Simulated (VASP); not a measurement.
**Si54O (a cell with a defect): single point with PBE**

The system is Si54O (a cell with a defect).

```
Si O
1.0
    -8.20514    0.00000    8.20514
    -8.20514   -8.20514    0.00000
     0.00000   -8.20514    8.20514
Si O
54 1
Direct
  0.24905 0.91604 0.25064
  0.25101 0.58173 0.25046
  0.25149 0.24844 0.25007
  0.24902 0.91602 0.58435
  0.25000 0.58317 0.58347
  0.24940 0.24942 0.58504
  0.25525 0.91456 0.91515
  0.25102 0.58176 0.91684
  0.24943 0.24943 0.91616
  0.57410 0.91449 0.25575
  0.58285 0.58276 0.24993
  0.58170 0.25096 0.25118
  0.58854 0.91672 0.57943
  0.58284 0.58275 0.58457
  0.58318 0.24993 0.58350
  0.58863 0.91674 0.91537
  0.58657 0.58454 0.91448
  0.58168 0.25099 0.91621
  0.92574 0.92833 0.20705
  0.91679 0.57037 0.25646
  0.91665 0.25023 0.25151
  0.91703 0.91682 0.58311
  0.91725 0.58799 0.57961
  0.91662 0.25023 0.58164
  0.92578 0.92854 0.93908
  0.91729 0.58803 0.91523
  0.91525 0.25024 0.91729
  0.16694 0.16639 0.16632
  0.17164 0.82992 0.16711
  0.16709 0.49894 0.16700
  0.16692 0.16638 0.50040
  0.16684 0.83337 0.49990
  0.16725 0.49940 0.49998
  0.16574 0.16554 0.83441
  0.17160 0.82993 0.83141
  0.16727 0.49939 0.83347
  0.50208 0.16511 0.16643
  0.49762 0.83282 0.16580
  0.50021 0.50024 0.16522
  0.49919 0.16694 0.50055
  0.49758 0.83283 0.50384
  0.49997 0.50003 0.50004
  0.49919 0.16694 0.83342
  0.50489 0.83435 0.83044
  0.50018 0.50024 0.83444
  0.82941 0.17429 0.16929
  0.81794 0.81293 0.18451
  0.83282 0.49808 0.16550
  0.83321 0.16684 0.49997
  0.83854 0.83823 0.48726
  0.83282 0.49808 0.50368
  0.82935 0.17437 0.82700
  0.83868 0.83834 0.83607
  0.83628 0.50230 0.83077
  0.96421 0.99042 0.02284
```

This cell differs from its parent crystal: with an interstitial atom, then relaxed in part.

```yaml
Program: VASP 6.6.1
Task: single point
Functional: PBE
Potentials_or_basis: VASP PAW PBE potentials, release 64 (Si, O)
Cutoff: 520 eV
k_mesh: 2 × 2 × 2
Occupations: gaussian, width 0.02 eV
Spin: no spin polarisation
```

```json
{
  "Pressure": "0.5 GPa",
  "Largest force": "0.047 eV/Å",
  "Band gap on the k mesh": "zero (bands 111 and 112 overlap by 0.18 eV)"
}
```

Forces on the atoms (eV/Å):
```
Si   0.001 -0.001  0.002
Si   0.005  0.004  0.002
Si   0.007 -0.003 -0.007
Si  -0.001  0.002 -0.005
Si   0.001 -0.004 -0.003
Si  -0.005 -0.001 -0.004
Si   0.001 -0.003 -0.006
Si   0.008 -0.001  0.005
Si  -0.004 -0.006  0.001
Si   0.009 -0.002 -0.003
Si   0.001  0.004 -0.009
Si   0.000 -0.010 -0.008
Si  -0.006 -0.002 -0.002
Si   0.001 -0.007  0.002
Si   0.002 -0.001  0.000
Si  -0.005  0.002  0.000
Si  -0.005 -0.004  0.000
Si   0.003 -0.009 -0.008
Si   0.007 -0.023  0.023
Si  -0.001 -0.001 -0.004
Si  -0.004 -0.003 -0.001
Si  -0.007 -0.001  0.003
Si  -0.009 -0.003  0.003
Si  -0.006  0.002 -0.003
Si   0.011  0.034 -0.030
Si  -0.010  0.001 -0.007
Si   0.000 -0.002 -0.003
Si  -0.002  0.005  0.006
Si  -0.005 -0.003  0.008
Si  -0.007  0.002  0.003
Si  -0.001  0.003  0.008
Si   0.003  0.001  0.002
Si   0.004  0.002  0.000
Si  -0.009  0.004  0.000
Si  -0.011  0.002  0.000
Si   0.004  0.003 -0.002
Si   0.002  0.004  0.006
Si  -0.001 -0.003  0.004
Si  -0.002  0.003  0.004
Si   0.006  0.006  0.002
Si  -0.002  0.005  0.001
Si   0.001  0.001  0.003
Si   0.006  0.005  0.004
Si   0.006  0.006  0.008
Si  -0.007  0.006  0.001
Si   0.002  0.004  0.005
Si  -0.008 -0.007  0.004
Si   0.009 -0.004  0.002
Si   0.008  0.000  0.001
Si   0.003  0.000 -0.003
Si   0.009  0.000 -0.004
Si  -0.002  0.002  0.012
Si   0.009  0.003 -0.005
Si   0.008  0.000  0.001
O   -0.017 -0.010 -0.009
```

Stress tensor (GPa, compression positive):
```
0.76 0.04 0.05
0.04 0.42 0.38
0.05 0.38 0.42
```

Levels at points of the mesh, in eV from the Fermi level:
```tsv
k point	band 108	band 109	band 110	band 111	band 112	band 113	band 114	band 115
(0.00, 0.00, 0.00)	-0.28	-0.24	0.07	0.10	0.39	0.76	0.79	0.83
(0.50, 0.00, 0.00)	-0.51	-0.41	-0.33	-0.28	0.32	1.10	1.12	1.15
(0.00, 0.50, 0.00)	-0.56	-0.41	-0.40	-0.27	0.35	1.09	1.10	1.15
(0.00, 0.00, 0.50)	-0.63	-0.43	-0.32	-0.23	0.08	1.09	1.10	1.11
(0.50, 0.50, 0.50)	-0.63	-0.43	-0.33	-0.23	0.08	1.09	1.10	1.11
(0.50, 0.50, 0.00)	-0.60	-0.57	-0.52	-0.51	0.25	0.77	0.88	1.73
(0.00, 0.50, 0.50)	-0.71	-0.53	-0.51	-0.21	-0.08	0.81	0.89	1.75
(0.50, 0.00, 0.50)	-0.71	-0.53	-0.51	-0.21	-0.08	0.81	0.89	1.75
```

It took 87 min on 1 thread of Oxide Virtual Turin-like Processor, with other jobs on the host, peak memory 1.8 GiB.

Caveat: the cell differs from its parent crystal (with an interstitial atom, then relaxed in part).
